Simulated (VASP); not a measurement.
# B4N3 (P-43m) in VASP: a series of runs

The runs below take B4N3 through single point, relaxation of cell and atoms, with PBE.

All numbers are computed with VASP 6.6.1; they aren't measurements. Logs are shortened: lines on timing, memory, paths and dates and some standing lists are left out, and cuts for length are marked.

## (1) The cell of the first run

The structure is cubic, space group P-43m (No. 215). The conventional cell has a = 3.609 Å, b = 3.609 Å, c = 3.609 Å, α = 90.00°, β = 90.00°, γ = 90.00°. Within 2.1 Å of B (site symmetry 3m) lie 3 N at 1.54 Å. Within 2.1 Å of N (site symmetry -42m) lie 4 B at 1.54 Å.

## (2) Single point, PBE

INCAR reads:

```
SYSTEM = B4N3
PREC = Accurate
ENCUT = 520
EDIFF = 1E-6
ISMEAR = 0
SIGMA = 0.2
LREAL = .False.
LASPH = .True.
NELM = 100
ALGO = Normal
ISIF = 2
LWAVE = .False.
LCHARG = .False.
GGA = PE
NBANDS = 22
```

KPOINTS reads:

```
regular mesh
0
Gamma
  4 4 4
  0 0 0
```

POSCAR reads:

```
B4N3
1.0
    3.6087153062      0.0000000000      0.0000000000
    0.0000000000      3.6087153062      0.0000000000
    0.0000000000      0.0000000000      3.6087153062
B N
4 3
Direct
    0.7377866802      0.2622133198      0.7377866802
    0.2622133198      0.7377866802      0.7377866802
    0.7377866802      0.7377866802      0.2622133198
    0.2622133198      0.2622133198      0.2622133198
    0.5000000000      0.5000000000      0.0000000000
    0.5000000000      0.0000000000      0.5000000000
    0.0000000000      0.5000000000      0.5000000000
```

Potentials or basis: VASP PAW PBE potentials, release 64 (B, N).

Launch:

```
$ cat potpaw_PBE.64/B/POTCAR potpaw_PBE.64/N/POTCAR > POTCAR
$ mpirun -np 1 vasp_std > vasp.out
```

OUTCAR:

```text
SYSTEM = B4N3
   PREC = Accurate
   ENCUT = 520
   EDIFF = 1E-6
   ISMEAR = 0
   LREAL = .False.
   LASPH = .True.
   NELM = 100
   ISIF = 2
   GGA = PE

 ion  position               nearest neighbor table
   1  0.738  0.262  0.738-   5 1.54   6 1.54   7 1.54
   2  0.262  0.738  0.738-   5 1.54   6 1.54   7 1.54
   3  0.738  0.738  0.262-   5 1.54   6 1.54   7 1.54
   4  0.262  0.262  0.262-   5 1.54   6 1.54   7 1.54
   5  0.500  0.500  0.000-   1 1.54   2 1.54   3 1.54   4 1.54
   6  0.500  0.000  0.500-   1 1.54   2 1.54   3 1.54   4 1.54
   7  0.000  0.500  0.500-   1 1.54   2 1.54   3 1.54   4 1.54

  LATTYP: Found a simple cubic cell.
 ALAT       =     3.6087153062

  Lattice vectors:

 A1 = (   3.6087153062,   0.0000000000,   0.0000000000)
 A2 = (   0.0000000000,   3.6087153062,   0.0000000000)
 A3 = (   0.0000000000,   0.0000000000,   3.6087153062)

Analysis of symmetry for initial positions (statically):
=====================================================================
 Subroutine PRICEL returns:
 Original cell was already a primitive cell.

 Routine SETGRP: Setting up the symmetry group for a
 simple cubic supercell.

 Subroutine GETGRP returns: Found 24 space group operations
 (whereof 24 operations were pure point group operations)
 out of a pool of 48 trial point group operations.

The static configuration has the point symmetry T_d .

Analysis of symmetry for dynamics (positions and initial velocities):
=====================================================================
 Subroutine PRICEL returns:
 Original cell was already a primitive cell.

 Routine SETGRP: Setting up the symmetry group for a
 simple cubic supercell.

 Subroutine GETGRP returns: Found 24 space group operations
 (whereof 24 operations were pure point group operations)
 out of a pool of 48 trial point group operations.

The dynamic configuration has the point symmetry T_d .

 Subroutine INISYM returns: Found 24 space group operations
 (whereof 24 operations are pure point group operations),
 and found     1 'primitive' translations

----------------------------------------------------------------------------------------

                                     Primitive cell

  volume of cell :      46.9957

  direct lattice vectors                    reciprocal lattice vectors
     3.608715306  0.000000000  0.000000000     0.277106925  0.000000000  0.000000000
     0.000000000  3.608715306  0.000000000     0.000000000  0.277106925  0.000000000
     0.000000000  0.000000000  3.608715306     0.000000000  0.000000000  0.277106925

  length of vectors
     3.608715306  3.608715306  3.608715306     0.277106925  0.277106925  0.277106925

  position of ions in fractional coordinates (direct lattice)
     0.737786680  0.262213320  0.737786680
     0.262213320  0.737786680  0.737786680
     0.737786680  0.737786680  0.262213320
     0.262213320  0.262213320  0.262213320
     0.500000000  0.500000000  0.000000000
     0.500000000  0.000000000  0.500000000
     0.000000000  0.500000000  0.500000000

  ion indices of the primitive-cell ions
   primitive index   ion index
                 1           1
                 2           2
                 3           3
                 4           4
                 5           5
                 6           6
                 7           7

----------------------------------------------------------------------------------------

 KPOINTS: regular mesh

Automatic generation of k-mesh.
 Grid dimensions read from file:
 generate k-points for:    4    4    4

 Generating k-lattice:

  Cartesian coordinates                     Fractional coordinates (reciprocal lattice)
     0.069276731  0.000000000  0.000000000     0.250000000  0.000000000  0.000000000
     0.000000000  0.069276731  0.000000000     0.000000000  0.250000000  0.000000000
     0.000000000  0.000000000  0.069276731     0.000000000  0.000000000  0.250000000

  Length of vectors
     0.069276731  0.069276731  0.069276731

  Shift w.r.t. Gamma in fractional coordinates (k-lattice)
     0.000000000  0.000000000  0.000000000

 Subroutine IBZKPT returns following result:
 ===========================================

 Found     10 irreducible k-points:

 Following reciprocal coordinates:
            Coordinates               Weight
  0.000000  0.000000  0.000000      1.000000
  0.250000  0.000000  0.000000      6.000000
  0.500000  0.000000  0.000000      3.000000
  0.250000  0.250000  0.000000     12.000000
  0.500000  0.250000  0.000000     12.000000
  0.500000  0.500000  0.000000      3.000000
  0.250000  0.250000  0.250000      8.000000
  0.500000  0.250000  0.250000     12.000000
  0.500000  0.500000  0.250000      6.000000
  0.500000  0.500000  0.500000      1.000000
   k-points           NKPTS =     10   k-points in BZ     NKDIM =     10   number of bands    NBANDS=     22
   number of dos      NEDOS =    301   number of ions     NIONS =      7
   total plane-waves  NPLWV =  21952
   dimension x,y,z NGX =    28 NGY =   28 NGZ =   28
   dimension x,y,z NGXF=    56 NGYF=   56 NGZF=   56
   ions per type =               4   3
   NGX,Y,Z   is equivalent  to a cutoff of  12.90, 12.90, 12.90 a.u.
   NGXF,Y,Z  is equivalent  to a cutoff of  25.80, 25.80, 25.80 a.u.
 SYSTEM =  B4N3
   PREC   = accura    normal or accurate (medium, high low for compatibility)
   ISTART =      0    job   : 0-new  1-cont  2-samecut
   ICHARG =      2    charge: 1-file 2-atom 10-const
   ISPIN  =      1    spin polarized calculation?
   LNONCOLLINEAR =      F non collinear calculations
   LSORBIT =      F    spin-orbit coupling
   LASPH  =      T    aspherical Exc in radial PAW
   ENCUT  =  520.0 eV  38.22 Ry    6.18 a.u.   6.71  6.71  6.71*2*pi/ulx,y,z
   NELM   =    100;   NELMIN=  2; NELMDL= -5     # of ELM steps
   EDIFF  = 0.1E-05   stopping-criterion for ELM
   LREAL  =      F    real-space projection
   EDIFFG = 0.1E-04   stopping-criterion for IOM
   NSW    =      0    number of steps for IOM
   IBRION =     -1    ionic relax: 0-MD 1-quasi-New 2-CG
   NFREE  =      0    steps in history (QN), initial steepest desc. (CG)
   ISIF   =      2    stress and relaxation
   ISYM   =      2    0-nonsym 1-usesym 2-fastsym
   POTIM  = 0.5000    time-step for ionic-motion
   TEBEG  =    0.0;   TEEND  =   0.0 temperature during run
   PSTRESS=    0.0 pullay stress
   NELECT =      27.0000    total number of electrons
   NUPDOWN=      -1.0000    fix difference up-down
   EMIN   =  10.00;   EMAX   =-10.00  energy-range for DOS
   EFERMI =   0.00;   METHOD = LEGACY
   ISMEAR =     0;   SIGMA  =   0.20  broadening in eV -4-tet -1-fermi 0-gaus
   EFERMI_NEDOS =   21; number of points for ismear=-14 and -15
   IALGO  =     38    algorithm
   IMIX   =      4    mixing-type and parameters
     AMIX     =   0.40;   BMIX     =  1.00
     AMIX_MAG =   1.60;   BMIX_MAG =  1.00
  volume/ion in A,a.u.               =       6.71        45.31
  Fermi-wavevector in a.u.,A,eV,Ry     =   1.360954  2.571830 25.200656  1.852196
  Thomas-Fermi vector in A             =   2.487572
   LORBIT       =      0    0 simple, 1 ext, 2 COOP (PROOUT), +10 PAW based schemes
   GGA     = PE    functional components
   LHFCALC =     F    Hartree Fock is set to
   AEXX    =    0.0000 exact exchange contribution
   IVDW    =     0    specifies the selected vdW correction
   LEPSILON=     F    determine dielectric tensor
   LRPA    =     F    only Hartree local field effects (RPA)
 non-spin polarized calculation
 Gauss-broadening in eV      SIGMA  =   0.20
  energy-cutoff  :      520.00
  volume of cell :       47.00
 maximum number of plane-waves:      1328
 NGX is ok and might be reduce to    28
   NGX = 13   NGY = 13   NGZ = 13

 number of electron      26.9999999 magnetization

 Free energy of the ion-electron system (eV)
  ---------------------------------------------------
  ext. energy  EPLUGINS =         0.00000000
  ---------------------------------------------------
  free energy    TOTEN  =       -54.67716081 eV

  energy without entropy =      -54.64345505  energy(sigma->0) =      -54.66030793

 E-fermi :   9.6944     XC(G=0): -12.1918

 val. band max:        9.0959142537   @ k =   0.5000   0.5000   0.0000
 cond. band min:       9.7891122384   @ k =   0.5000   0.2500   0.2500
 fundamental gap:      0.6931979846
 Fermi energy:         9.6943512181

 k-point     1 :       0.0000    0.0000    0.0000
  band No.  band energies     occupation
      1     -13.8932      2.00000
      2      -9.2448      2.00000
      3      -9.2448      2.00000
      4      -2.6426      2.00000
      5      -2.6426      2.00000
      6      -2.6426      2.00000
[... 14 lines left out ...]
     21      14.7417      0.00000
     22      14.7417      0.00000

 k-point     2 :       0.2500    0.0000    0.0000
  band No.  band energies     occupation
      1     -13.4734      2.00000
      2     -10.1519      2.00000
      3      -9.1276      2.00000
      4      -2.3278      2.00000
      5      -2.3278      2.00000
      6      -2.1130      2.00000
[... 14 lines left out ...]
     21      16.3412      0.00000
     22      16.3412      0.00000

 k-point     3 :       0.5000    0.0000    0.0000
  band No.  band energies     occupation
      1     -12.7127      2.00000
      2     -11.3335      2.00000
      3      -9.0027      2.00000
      4      -1.8730      2.00000
      5      -1.8730      2.00000
      6      -0.5927      2.00000
[... 14 lines left out ...]
     21      19.4389      0.00000
     22      19.4452      0.00000

 k-point     4 :       0.2500    0.2500    0.0000
  band No.  band energies     occupation
      1     -13.0578      2.00000
      2     -10.2464      2.00000
      3      -9.6349      2.00000
      4      -3.1259      2.00000
      5      -1.9876      2.00000
      6      -1.4066      2.00000
[... 14 lines left out ...]
     21      16.6120      0.00000
     22      17.4608      0.00000

 k-point     5 :       0.5000    0.2500    0.0000
  band No.  band energies     occupation
      1     -12.2814      2.00000
      2     -11.1568      2.00000
      3      -9.6636      2.00000
      4      -2.8012      2.00000
      5      -2.6193      2.00000
      6      -1.4471      2.00000
[... 14 lines left out ...]
     21      18.2239      0.00000
     22      18.4092      0.00000

 k-point     6 :       0.5000    0.5000    0.0000
  band No.  band energies     occupation
      1     -11.2300      2.00000
      2     -10.9584      2.00000
      3     -10.9584      2.00000
      4      -3.8633      2.00000
      5      -2.6946      2.00000
      6      -0.5788      2.00000
[... 14 lines left out ...]
     21      18.6428      0.00000
     22      18.8595      0.00000

 k-point     7 :       0.2500    0.2500    0.2500
  band No.  band energies     occupation
      1     -12.6539      2.00000
      2     -10.0965      2.00000
      3     -10.0965      2.00000
      4      -4.1101      2.00000
      5      -1.7109      2.00000
      6      -1.7109      2.00000
[... 14 lines left out ...]
     21      17.2456      0.00000
     22      17.7499      0.00000

 k-point     8 :       0.5000    0.2500    0.2500
  band No.  band energies     occupation
      1     -11.8854      2.00000
      2     -10.9852      2.00000
      3      -9.9321      2.00000
      4      -4.1121      2.00000
      5      -2.6617      2.00000
      6      -2.5362      2.00000
[... 14 lines left out ...]
     21      17.4585      0.00000
     22      17.6752      0.00000

 k-point     9 :       0.5000    0.5000    0.2500
  band No.  band energies     occupation
      1     -10.9542      2.00000
      2     -10.7934      2.00000
      3     -10.7934      2.00000
      4      -4.6160      2.00000
      5      -3.6402      2.00000
      6      -2.3723      2.00000
[... 14 lines left out ...]
     21      17.4895      0.00000
     22      17.4895      0.00000

 k-point    10 :       0.5000    0.5000    0.5000
  band No.  band energies     occupation
      1     -10.6102      2.00000
      2     -10.6102      2.00000
      3     -10.6102      2.00000
      4      -5.8075      2.00000
      5      -3.3901      2.00000
      6      -3.3901      2.00000
[... 14 lines left out ...]
     21      16.5114      0.00000
     22      16.5114      0.00000

------------------------ aborting loop because EDIFF is reached ----------------------------------------

  FORCE on cell =-STRESS in cart. coord.  units (eV):
  Direction    XX          YY          ZZ          XY          YZ          ZX
  --------------------------------------------------------------------------------------
  -------------------------------------------------------------------------------------
  Total        0.0528364      0.0528364      0.0528364      0.0000000      0.0000000      0.0000000
  in kB        1.8012992      1.8012992      1.8012992      0.0000000      0.0000000      0.0000000
  external PRESSURE =       1.8012992 kB  Pullay stress =       0.0000000 kB

 VOLUME and BASIS-vectors are now :
 -----------------------------------------------------------------------------
  energy-cutoff  :      520.00
  volume of cell :       47.00
      direct lattice vectors                 reciprocal lattice vectors
     3.608715306  0.000000000  0.000000000     0.277106925  0.000000000  0.000000000
     0.000000000  3.608715306  0.000000000     0.000000000  0.277106925  0.000000000
     0.000000000  0.000000000  3.608715306     0.000000000  0.000000000  0.277106925

 POSITION                                       TOTAL-FORCE (eV/Angst)
 -----------------------------------------------------------------------------------
      2.66246      0.94625      2.66246         0.003722     -0.003722      0.003722
      0.94625      2.66246      2.66246        -0.003722      0.003722      0.003722
      2.66246      2.66246      0.94625         0.003722      0.003722     -0.003722
      0.94625      0.94625      0.94625        -0.003722     -0.003722     -0.003722
      1.80436      1.80436      0.00000         0.000000      0.000000      0.000000
      1.80436      0.00000      1.80436         0.000000      0.000000      0.000000
      0.00000      1.80436      1.80436         0.000000      0.000000     -0.000000
 -----------------------------------------------------------------------------------
    total drift:                               -0.000000     -0.000000     -0.000000

  FREE ENERGIE OF THE ION-ELECTRON SYSTEM (eV)
  ---------------------------------------------------
  free  energy   TOTEN  =       -54.6771608095 eV

  energy  without entropy=      -54.6434550494  energy(sigma->0) =      -54.66030793
```

Run time: 7.2 s. Hardware: 1 thread of Intel Xeon Platinum 8488C (Sapphire Rapids), shared host; peak memory 0.15 GiB.

Results:

```
Free energy   : -54.6772 eV
Pressure      : 0.2 GPa
Largest force : 0.006 eV/Å
```

Forces in eV/Å, atoms in the order of the input:
```
B    0.004 -0.004  0.004
B   -0.004  0.004  0.004
B    0.004  0.004 -0.004
B   -0.004 -0.004 -0.004
N    0.000  0.000  0.000
N    0.000  0.000  0.000
N    0.000  0.000  0.000
```

Caveat: the k points lie up to 0.44 Å⁻¹ apart.

[end of part 1 of 2]
